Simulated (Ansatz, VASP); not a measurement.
# CaO in VASP and in Ansatz

```
CELL_PARAMETERS angstrom
0.00000 2.41536 2.41536
2.41536 0.00000 2.41536
2.41536 2.41536 0.00000
ATOMIC_POSITIONS crystal
Ca 0.00000 0.00000 0.00000
O 0.50000 0.50000 0.50000
```

Alike in both runs: functional PBE; k mesh 8 × 8 × 8; occupations gaussian, width 0.02 eV; no spin polarisation.

Ansatz relaxed the structure, and its values are those at the end. VASP's run is a single point on that final structure, the one shown.

```csv
,VASP,Ansatz
version,VASP 6.6.1,Ansatz 0.2.0
potentials or method,"VASP PAW PBE potentials, release 64 (Ca_sv, O), cutoff 600 eV","scalar-relativistic, plane waves, PAW"
valence electrons in the cell,16,16
```

```tsv
	VASP	Ansatz	Ansatz less VASP
gap on the k mesh at the Fermi level (eV)	3.64	3.66	+0.018
least direct gap on the mesh (eV)	4.02	4.03	+0.017
pressure (GPa)	0.4	0.0	-0.44
```

With one functional, cell and mesh, what is left measures potentials, basis and numerics.
